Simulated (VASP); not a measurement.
# SrCl2 (Fm-3m) in VASP: notebook

Runs on SrCl2. Level: LDA. Tasks: single point.

Program: VASP 6.6.1. These are calculated values, not measurements. Logs are shortened: lines on timing, memory, paths and dates and some standing lists are left out, and cuts for length are marked.

## Step 1: The cell of the first run

The structure is cubic, space group Fm-3m (No. 225). Conventional cell: a = 6.829 Å, b = 6.829 Å, c = 6.829 Å, α = 90.00°, β = 90.00°, γ = 90.00°. Sr (site symmetry m-3m) has 8 Cl at 2.96 Å within 3.9 Å. Cl (site symmetry -43m) has 4 Sr at 2.96 Å and 6 Cl at 3.41 Å within 3.9 Å.

## Step 2: Single point, LDA (26.54 Å³/atom)

INCAR

```
ALGO = Normal ; EDIFF = 1E-6
ENCUT = 520 ; ISIF = 2
ISMEAR = -1 ; LASPH = True
LCHARG = False ; LREAL = False
LWAVE = False ; NBANDS = 19
NELM = 80 ; PREC = Accurate
SIGMA = 0.01
```

KPOINTS

```
k-points
0
Gamma
  8 8 8
```

POSCAR

```
SrCl2
1.0
    0.0000000000      3.4143473819      3.4143473819
    3.4143473819      0.0000000000      3.4143473819
    3.4143473819      3.4143473819      0.0000000000
Sr Cl
1 2
Direct
    0.0000000000      0.0000000000      0.0000000000
    0.2500000000      0.2500000000      0.2500000000
    0.7500000000      0.7500000000      0.7500000000
```

Potentials or basis: VASP PAW LDA potentials, release 64 (Sr_sv, Cl).

On the command line:

```
$ cat potpaw_LDA.64/Sr_sv/POTCAR potpaw_LDA.64/Cl/POTCAR > POTCAR
$ mpirun -np 1 vasp_std > vasp.out
```

OUTCAR:

```text
EDIFF = 1E-6
   ENCUT = 520
   ISIF = 2
   ISMEAR = -1
   LASPH = True
   LREAL = False
   NELM = 80
   PREC = Accurate

 ion  position               nearest neighbor table
   1  0.000  0.000  0.000-   3 2.96   3 2.96   3 2.96   2 2.96   2 2.96   2 2.96   3 2.96   2 2.96

   2  0.250  0.250  0.250-   1 2.96   1 2.96   1 2.96   1 2.96
   3  0.750  0.750  0.750-   1 2.96   1 2.96   1 2.96   1 2.96

  LATTYP: Found a face centered cubic cell.
 ALAT       =     6.8286947638

  Lattice vectors:

 A1 = (   0.0000000000,   3.4143473819,   3.4143473819)
 A2 = (   3.4143473819,   0.0000000000,   3.4143473819)
 A3 = (   3.4143473819,   3.4143473819,   0.0000000000)

Analysis of symmetry for initial positions (statically):
=====================================================================
 Subroutine PRICEL returns:
 Original cell was already a primitive cell.

 Routine SETGRP: Setting up the symmetry group for a
 face centered cubic supercell.

 Subroutine GETGRP returns: Found 48 space group operations
 (whereof 48 operations were pure point group operations)
 out of a pool of 48 trial point group operations.

The static configuration has the point symmetry O_h .

Analysis of symmetry for dynamics (positions and initial velocities):
=====================================================================
 Subroutine PRICEL returns:
 Original cell was already a primitive cell.

 Routine SETGRP: Setting up the symmetry group for a
 face centered cubic supercell.

 Subroutine GETGRP returns: Found 48 space group operations
 (whereof 48 operations were pure point group operations)
 out of a pool of 48 trial point group operations.

The dynamic configuration has the point symmetry O_h .

 Subroutine INISYM returns: Found 48 space group operations
 (whereof 48 operations are pure point group operations),
 and found     1 'primitive' translations

----------------------------------------------------------------------------------------

                                     Primitive cell

  volume of cell :      79.6073

  direct lattice vectors                    reciprocal lattice vectors
     0.000000000  3.414347382  3.414347382    -0.146440870  0.146440870  0.146440870
     3.414347382  0.000000000  3.414347382     0.146440870 -0.146440870  0.146440870
     3.414347382  3.414347382  0.000000000     0.146440870  0.146440870 -0.146440870

  length of vectors
     4.828616374  4.828616374  4.828616374     0.253643027  0.253643027  0.253643027

  position of ions in fractional coordinates (direct lattice)
     0.000000000  0.000000000  0.000000000
     0.250000000  0.250000000  0.250000000
     0.750000000  0.750000000  0.750000000
[... 79 lines left out ...]
   LREAL  =      F    real-space projection
   EDIFFG = 0.1E-04   stopping-criterion for IOM
   NSW    =      0    number of steps for IOM
   IBRION =     -1    ionic relax: 0-MD 1-quasi-New 2-CG
   NFREE  =      0    steps in history (QN), initial steepest desc. (CG)
   ISIF   =      2    stress and relaxation
   ISYM   =      2    0-nonsym 1-usesym 2-fastsym
   POTIM  = 0.5000    time-step for ionic-motion
   TEBEG  =    0.0;   TEEND  =   0.0 temperature during run
   PSTRESS=    0.0 pullay stress
   NELECT =      24.0000    total number of electrons
   NUPDOWN=      -1.0000    fix difference up-down
   EMIN   =  10.00;   EMAX   =-10.00  energy-range for DOS
   EFERMI =   0.00;   METHOD = LEGACY
   ISMEAR =    -1;   SIGMA  =   0.01  broadening in eV -4-tet -1-fermi 0-gaus
   EFERMI_NEDOS =   21; number of points for ismear=-14 and -15
   IALGO  =     38    algorithm
   IMIX   =      4    mixing-type and parameters
     AMIX     =   0.40;   BMIX     =  1.00
     AMIX_MAG =   1.60;   BMIX_MAG =  1.00
  volume/ion in A,a.u.               =      26.54       179.07
  Fermi-wavevector in a.u.,A,eV,Ry     =   1.097727  2.074403 16.395072  1.205004
  Thomas-Fermi vector in A             =   2.234092
   LORBIT       =      0    0 simple, 1 ext, 2 COOP (PROOUT), +10 PAW based schemes
   GGA     = CA    functional components
   LHFCALC =     F    Hartree Fock is set to
   AEXX    =    0.0000 exact exchange contribution
   IVDW    =     0    specifies the selected vdW correction
   LEPSILON=     F    determine dielectric tensor
   LRPA    =     F    only Hartree local field effects (RPA)
 non-spin polarized calculation
  energy-cutoff  :      520.00
  volume of cell :       79.61
 maximum number of plane-waves:      2164
   NGX = 17   NGY = 17   NGZ = 17

 number of electron      23.9999997 magnetization

 Free energy of the ion-electron system (eV)
  ---------------------------------------------------
  ext. energy  EPLUGINS =         0.00000000
  ---------------------------------------------------
  free energy    TOTEN  =       -14.07752599 eV

  energy without entropy =      -14.07752599  energy(sigma->0) =      -14.07752599

 E-fermi :   0.6617     XC(G=0):  -9.0749

 val. band max:        0.4085935584   @ k =   0.5000   0.5000   0.0000
 cond. band min:       5.5141207814   @ k =   0.5000   0.5000   0.0000
 fundamental gap:      5.1055272230
 Fermi energy:         0.6617193579

 k-point     1 :       0.0000    0.0000    0.0000
  band No.  band energies     occupation
      1     -32.0956      2.00000
      2     -14.2290      2.00000
      3     -14.2290      2.00000
      4     -14.2290      2.00000
      5     -13.0403      2.00000
      6     -12.0142      2.00000
[... 505 lines left out ...]
      6     -12.0840      2.00000
[... 11 lines left out ...]
     18       9.4427      0.00000
     19       9.6917      0.00000

 [... further k-points ...]

------------------------ aborting loop because EDIFF is reached ----------------------------------------

  FORCE on cell =-STRESS in cart. coord.  units (eV):
  Direction    XX          YY          ZZ          XY          YZ          ZX
  --------------------------------------------------------------------------------------
  -------------------------------------------------------------------------------------
  Total       -0.1857441     -0.1857441     -0.1857441      0.0000000      0.0000000      0.0000000
  in kB       -3.7382861     -3.7382861     -3.7382861      0.0000000      0.0000000      0.0000000
  external PRESSURE =      -3.7382861 kB  Pullay stress =       0.0000000 kB

 VOLUME and BASIS-vectors are now :
 -----------------------------------------------------------------------------
  energy-cutoff  :      520.00
  volume of cell :       79.61
      direct lattice vectors                 reciprocal lattice vectors
     0.000000000  3.414347382  3.414347382    -0.146440870  0.146440870  0.146440870
     3.414347382  0.000000000  3.414347382     0.146440870 -0.146440870  0.146440870
     3.414347382  3.414347382  0.000000000     0.146440870  0.146440870 -0.146440870

 POSITION                                       TOTAL-FORCE (eV/Angst)
 -----------------------------------------------------------------------------------
      0.00000      0.00000      0.00000         0.000000      0.000000     -0.000000
      1.70717      1.70717      1.70717         0.000000     -0.000000      0.000000
      5.12152      5.12152      5.12152        -0.000000      0.000000     -0.000000
 -----------------------------------------------------------------------------------
    total drift:                                0.000000      0.000000      0.000000

  FREE ENERGIE OF THE ION-ELECTRON SYSTEM (eV)
  ---------------------------------------------------
  free  energy   TOTEN  =       -14.0775259935 eV

  energy  without entropy=      -14.0775259935  energy(sigma->0) =      -14.07752599
```

OSZICAR:

```text
N       E                     dE             d eps       ncg     rms          rms(c)
DAV:   1     0.133181156208E+03    0.13318E+03   -0.11582E+04  1102   0.114E+03
DAV:   2    -0.626452853215E+01   -0.13945E+03   -0.13446E+03  1444   0.223E+02
DAV:   3    -0.141382897838E+02   -0.78738E+01   -0.78450E+01  1489   0.519E+01
DAV:   4    -0.143856547264E+02   -0.24736E+00   -0.24695E+00  1782   0.793E+00
DAV:   5    -0.143884742182E+02   -0.28195E-02   -0.28192E-02  1489   0.811E-01    0.160E+01
DAV:   6    -0.141123143530E+02    0.27616E+00   -0.49829E-01  1257   0.391E+00    0.102E+01
DAV:   7    -0.140828161496E+02    0.29498E-01   -0.29204E-01  1441   0.329E+00    0.148E+00
DAV:   8    -0.140769709079E+02    0.58452E-02   -0.52722E-02  1245   0.121E+00    0.331E-01
DAV:   9    -0.140773056923E+02   -0.33478E-03   -0.13884E-03  1296   0.243E-01    0.119E-01
DAV:  10    -0.140774881324E+02   -0.18244E-03   -0.11480E-04  1410   0.608E-02    0.286E-02
DAV:  11    -0.140775231117E+02   -0.34979E-04   -0.21572E-05  1337   0.303E-02    0.191E-02
DAV:  12    -0.140775255476E+02   -0.24359E-05   -0.46029E-06  1455   0.111E-02    0.463E-03
DAV:  13    -0.140775259935E+02   -0.44585E-06   -0.41781E-07  1038   0.382E-03
   1 F= -.14077526E+02 E0= -.14077526E+02  d E =-.322054E-13
```

Run time: 17 s. Hardware: 1 thread of Intel Xeon Platinum 8488C (Sapphire Rapids), shared host; peak memory 0.19 GiB.

Results:

```
Free energy            : -14.0775 eV
Pressure               : -0.4 GPa
Band gap on the k mesh : 5.11 eV
```

A k mesh can miss the band edges.

## Step 3: Single point, LDA (27.66 Å³/atom)

This run uses another cell than the first one, of 27.66 Å³/atom.

INCAR

```
SYSTEM = SrCl2
PREC = Accurate
ENCUT = 520
EDIFF = 1E-6
ISMEAR = -1
SIGMA = 0.01
LREAL = .False.
LASPH = .True.
NELM = 100
ALGO = Normal
ISIF = 2
LWAVE = .False.
LCHARG = .True.
LELF = .True.
LVHAR = .True.
NBANDS = 19
```

KPOINTS

```
regular mesh
0
Gamma
  8 8 8
  0 0 0
```

POSCAR

```
SrCl2
1.0
    0.0000000000      3.4621066777      3.4621066777
    3.4621066777      0.0000000000      3.4621066777
    3.4621066777      3.4621066777      0.0000000000
Sr Cl
1 2
Direct
    0.0000000000      0.0000000000      0.0000000000
    0.2500000000      0.2500000000      0.2500000000
    0.7500000000      0.7500000000      0.7500000000
```

Potentials or basis: VASP PAW LDA potentials, release 64 (Sr_sv, Cl).

On the command line:

```
$ cat potpaw_LDA.64/Sr_sv/POTCAR potpaw_LDA.64/Cl/POTCAR > POTCAR
$ mpirun -np 1 vasp_std > vasp.out
```

OUTCAR:

```text
SYSTEM = SrCl2
   PREC = Accurate
   ENCUT = 520
   EDIFF = 1E-6
   ISMEAR = -1
   LREAL = .False.
   LASPH = .True.
   NELM = 100
   ISIF = 2

 ion  position               nearest neighbor table
   1  0.000  0.000  0.000-   2 3.00   3 3.00   3 3.00   3 3.00   3 3.00   2 3.00   2 3.00   2 3.00

   2  0.250  0.250  0.250-   1 3.00   1 3.00   1 3.00   1 3.00
   3  0.750  0.750  0.750-   1 3.00   1 3.00   1 3.00   1 3.00

  LATTYP: Found a face centered cubic cell.
 ALAT       =     6.9242133554

  Lattice vectors:

 A1 = (   0.0000000000,   3.4621066777,   3.4621066777)
 A2 = (   3.4621066777,   0.0000000000,   3.4621066777)
 A3 = (   3.4621066777,   3.4621066777,   0.0000000000)

Analysis of symmetry for initial positions (statically):
=====================================================================
 Subroutine PRICEL returns:
 Original cell was already a primitive cell.

 Routine SETGRP: Setting up the symmetry group for a
 face centered cubic supercell.

[... 163 lines left out ...]
  free energy    TOTEN  =       -14.05309376 eV

  energy without entropy =      -14.05309376  energy(sigma->0) =      -14.05309376

 E-fermi :   0.3794     XC(G=0):  -8.8960

 val. band max:        0.1147492274   @ k =   0.5000   0.5000   0.0000
 cond. band min:       5.0852735928   @ k =   0.0000   0.0000   0.0000
 fundamental gap:      4.9705243654
 Fermi energy:         0.3794320936

 k-point     1 :       0.0000    0.0000    0.0000
  band No.  band energies     occupation
      1     -32.5109      2.00000
      2     -14.6230      2.00000
      3     -14.6230      2.00000
      4     -14.6230      2.00000
      5     -13.1942      2.00000
      6     -12.2625      2.00000
[... 505 lines left out ...]
      6     -12.3749      2.00000
[... 11 lines left out ...]
     18       8.8766      0.00000
     19       9.2545      0.00000

 [... further k-points ...]

------------------------ aborting loop because EDIFF is reached ----------------------------------------

  FORCE on cell =-STRESS in cart. coord.  units (eV):
  Direction    XX          YY          ZZ          XY          YZ          ZX
  --------------------------------------------------------------------------------------
  -------------------------------------------------------------------------------------
  Total       -1.0273066     -1.0273066     -1.0273066     -0.0000000      0.0000000     -0.0000000
  in kB      -19.8316711    -19.8316711    -19.8316711     -0.0000000      0.0000000     -0.0000000
  external PRESSURE =     -19.8316711 kB  Pullay stress =       0.0000000 kB

 VOLUME and BASIS-vectors are now :
 -----------------------------------------------------------------------------
  energy-cutoff  :      520.00
  volume of cell :       82.99
      direct lattice vectors                 reciprocal lattice vectors
     0.000000000  3.462106678  3.462106678    -0.144420738  0.144420738  0.144420738
     3.462106678  0.000000000  3.462106678     0.144420738 -0.144420738  0.144420738
     3.462106678  3.462106678  0.000000000     0.144420738  0.144420738 -0.144420738

 POSITION                                       TOTAL-FORCE (eV/Angst)
 -----------------------------------------------------------------------------------
      0.00000      0.00000      0.00000         0.000000     -0.000000      0.000000
      1.73105      1.73105      1.73105         0.000000      0.000000      0.000000
      5.19316      5.19316      5.19316        -0.000000     -0.000000     -0.000000
 -----------------------------------------------------------------------------------
    total drift:                                0.000000      0.000000      0.000000

  FREE ENERGIE OF THE ION-ELECTRON SYSTEM (eV)
  ---------------------------------------------------
  free  energy   TOTEN  =       -14.0530937637 eV

  energy  without entropy=      -14.0530937637  energy(sigma->0) =      -14.05309376
```

Wall time 20 s (1 thread of Intel Xeon Platinum 8488C (Sapphire Rapids), shared host); peak memory 0.19 GiB.

Results:

```
Free energy            : -14.0531 eV
Pressure               : -2.0 GPa
Band gap on the k mesh : 4.97 eV (least direct gap 5.14 eV)
```

A k mesh can miss the band edges.
